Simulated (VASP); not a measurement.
Wanted: the native input for a VASP 6.6.1 run.

| Item | Value |
| --- | --- |
| Task | single point |
| Functional | PBE |
| Potentials or basis | VASP PAW PBE potentials, release 64 (Sr_sv, Cl) |
| Cutoff | 520 eV |
| k mesh | 6 × 6 × 6 |
| Occupations | gaussian, width 0.05 eV |
| Spin | no spin polarisation |
| Dipole correction | no |
| Further INCAR settings | ALGO = Normal; EDIFF = 1e-06; NBANDS = 19 |

The structure of SrCl2 lies in POSCAR:

```
SrCl2
1.0
    0.0000000000      3.5896108253      3.6599953513
    3.3080727213      0.0000000000      3.6599953513
    3.3080727213      3.5896108253      0.0000000000
Sr Cl
1 2
Direct
    0.0000000000      0.0000000000      0.0000000000
    0.2500000000      0.2500000000      0.2500000000
    0.7500000000      0.7500000000      0.7500000000
```

This cell differs from its parent crystal: strain +e along x and -e along y -0.0400, strain +e along z and -e/2 along x and y +0.0400.

One way to write it, as run:

INCAR

```
SYSTEM = SrCl2
PREC = Accurate ; ENCUT = 520
EDIFF = 1E-6 ; ISMEAR = 0
SIGMA = 0.05 ; LREAL = .FALSE.
LASPH = .TRUE. ; NELM = 80
ALGO = Normal ; ISIF = 2
LWAVE = .FALSE. ; LCHARG = .TRUE.
GGA = PE ; LELF = .TRUE.
LVHAR = .TRUE. ; NBANDS = 19
```

KPOINTS

```
regular mesh
0
G
  6 6 6
  0 0 0
```

Potentials or basis: VASP PAW PBE potentials, release 64 (Sr_sv, Cl).

Run with:

```console
$ cat potpaw_PBE.64/Sr_sv/POTCAR potpaw_PBE.64/Cl/POTCAR > POTCAR
$ mpirun -np 1 vasp_std > vasp.out
```

Results of the run:

- Pressure: 0.3 GPa
- Band gap on the k mesh: 4.65 eV, indirect (least direct gap 4.89 eV)

Caveat: the cell differs from its parent crystal (strain +e along x and -e along y -0.0400, strain +e along z and -e/2 along x and y +0.0400).

It took 69 s on 1 thread of Intel(R) Xeon(R) Platinum 8488C (Sapphire Rapids), on a shared host, peak memory 0.26 GiB.
